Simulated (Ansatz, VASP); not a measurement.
# Two plane-wave programs on NaCl

```
Na Cl
1.0
     0.00000    3.08727    3.17464
     3.08727    0.00000    3.17464
     3.08727    3.08727    0.00000
Na Cl
1 1
Cartesian
  0.0000 0.0000 0.0000
  1.5436 1.5436 1.5873
```

Change from the starting cell: uniaxial_z strain +2.8%.

Alike in both runs: task single point; functional r2SCAN; k mesh 8 × 8 × 8; no spin polarisation.

|  | VASP | Ansatz |
| --- | --- | --- |
| version | VASP 6.6.1 | Ansatz 0.2.0 |
| potentials or method | VASP PAW PBE potentials, release 64 (Na_pv, Cl) | plane waves, PAW |
| plane-wave cutoff (eV) | 520 | 500 |
| occupations | gaussian, width 0.01 eV | fixed |
| valence electrons in the cell | 14 | 16 |

Ansatz gave:

| Item | Value |
| --- | --- |
| gap on the k mesh at the Fermi level (eV) | 5.48 |
| pressure (GPa) | -0.5 |
| traceless stress, the component that is largest in VASP (GPa) | -0.06 |

Estimate VASP's values.

gap on the k mesh at the Fermi level (eV): 5.49; pressure (GPa): -0.6; traceless stress, the component that is largest in VASP (GPa): -0.08.

VASP's potentials were made for PBE, not for r2SCAN. VASP's potentials hold 14 valence electrons a cell and Ansatz's 16, so a difference there can come from the potentials and not from the codes.
